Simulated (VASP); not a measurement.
Au, 2 atoms in the cell. Symmetry: P6_3/mmc, No. 194, hexagonal system. The conventional cell has a = 2.982 Å, b = 2.982 Å, c = 4.616 Å, α = 90.00°, β = 90.00°, γ = 120.00°. Within 3.8 Å of Au (site symmetry -6m2) lie 12 Au at 2.88 to 2.98 Å. This isn't the form of Au at room conditions, which is fcc. This cell differs from its parent crystal: ratio of the length along z to the lengths across it x 0.92, volume and fractional coordinates fixed.

| Property | Result |
| --- | --- |
| Program | VASP 6.6.1 |
| Task | single point |
| Functional | PBEsol |
| Potentials or basis | VASP PAW PBE potentials, release 64 (Au) |
| Cutoff | 520 eV |
| k mesh | 24 × 24 × 12 |
| Occupations | gaussian, width 0.15 eV |
| Spin | no spin polarisation |
| Dipole correction | no |
| Further INCAR settings | ALGO = Fast; EDIFF = 1e-07; NBANDS = 18 |

Potentials or basis: VASP PAW PBE potentials, release 64 (Au).

Launch:

```console
$ cat potpaw_PBE.64/Au/POTCAR > POTCAR
$ mpirun -np 1 vasp_std > vasp.out
```

Hardware: 1 thread of AMD EPYC 9R45 96-Core Processor (Zen 5), on a shared host.

Estimate the wall time of this run.

It took 2.3 min on 1 thread of AMD EPYC 9R45 96-Core Processor (Zen 5), with other jobs on the host, peak memory 0.31 GiB. Counts: scf iterations 15, k points 427.
